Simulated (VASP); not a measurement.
A run of VASP 6.6.1:

INCAR

```
PREC = Accurate ; ENCUT = 520
EDIFF = 1E-6 ; ISMEAR = 0
SIGMA = 0.15 ; LREAL = F
LASPH = T ; NELM = 60
ALGO = Normal ; ISIF = 2
LWAVE = F ; LCHARG = T
GGA = PS ; LELF = T
LVHAR = T ; NBANDS = 15
```

File KPOINTS:

```
Automatic mesh
0
Gamma
  18 18 16
```

The input POSCAR:

```
TaN
1.0
    3.0337000000      0.0000000000      0.0000000000
   -1.5168500000      2.6272612675      0.0000000000
    0.0000000000      0.0000000000      2.9425000000
Ta N
1 1
Direct
    0.3333333333      0.6666666667      0.5000000000
    0.0000000000      0.0000000000      0.0000000000
```

Potentials or basis: VASP PAW PBE potentials, release 64 (Ta_pv, N).

The run is started by

```console
$ cat potpaw_PBE.64/Ta_pv/POTCAR potpaw_PBE.64/N/POTCAR > POTCAR
$ mpirun -np 1 vasp_std > vasp.out
```

Hardware: 1 thread of Intel(R) Xeon(R) Platinum 8559C (Emerald Rapids), on a shared host.

Problem. Estimate the wall time of this run.

Solution. It took 34 s on 1 thread of Intel(R) Xeon(R) Platinum 8559C (Emerald Rapids), on a shared host, peak memory 0.23 GiB. Counts: scf iterations 12, k points 333.
